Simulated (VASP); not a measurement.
A run of VASP 6.6.1:

File INCAR:

```
ALGO     = Normal         # electronic algorithm
DIPOL    = 0.5 0.5 0.500
EDIFF    = 1E-6           # SCF threshold, eV
EDIFFG   = -0.03          # ionic threshold
ENCUT    = 520            # plane-wave cutoff, eV
GGA      = PE             # functional
IBRION   = 2              # ionic algorithm
IDIPOL   = 3            
ISIF     = 2              # what is computed and relaxed
ISMEAR   = 0              # smearing method
IVDW     = 12             # dispersion correction
LASPH    = True           # aspherical terms in the spheres
LCHARG   = False          # write CHGCAR
LDIPOL   = True         
LREAL    = False          # projectors in reciprocal space
LUSENCCL = False        
LWAVE    = False          # write WAVECAR
NELM     = 100            # most SCF steps
NSW      = 90             # ionic steps
PREC     = Accurate       # precision mode
SIGMA    = 0.1            # smearing width, eV
```

File KPOINTS:

```
k-points
0
Gamma
  12 12 1
```

The input POSCAR:

```
Pt
1.0
    2.7779442289      0.0000000000      0.0000000000
   -1.3889721145      2.4057702726      0.0000000000
    0.0000000000      0.0000000000     23.8045458948
Pt
4
Selective dynamics
Direct
    0.6666666667      0.3333333333      0.3570746545  F F F
    0.3333333333      0.6666666667      0.4523582182  F F F
    0.0000000000      0.0000000000      0.5476417818  T T T
    0.6666666667      0.3333333333      0.6429253455  T T T
```

Potentials or basis: VASP PAW PBE potentials, release 64 (Pt).

Command:

```sh
$ cat potpaw_PBE.64/Pt/POTCAR > POTCAR
$ mpirun -np 1 vasp_std > vasp.out
```

Hardware: 1 × NVIDIA H100 80GB with 1 thread of AMD EPYC 7R13 Processor (Zen 3) (shared host).

Task: Estimate the wall time of this run.

Result: Wall time 98 s on 1 × NVIDIA H100 80GB with 1 thread of AMD EPYC 7R13 Processor (Zen 3), with other jobs on the host, peak memory 1.3 GiB. Counts: scf iterations 34, k points 19, ion steps 2.
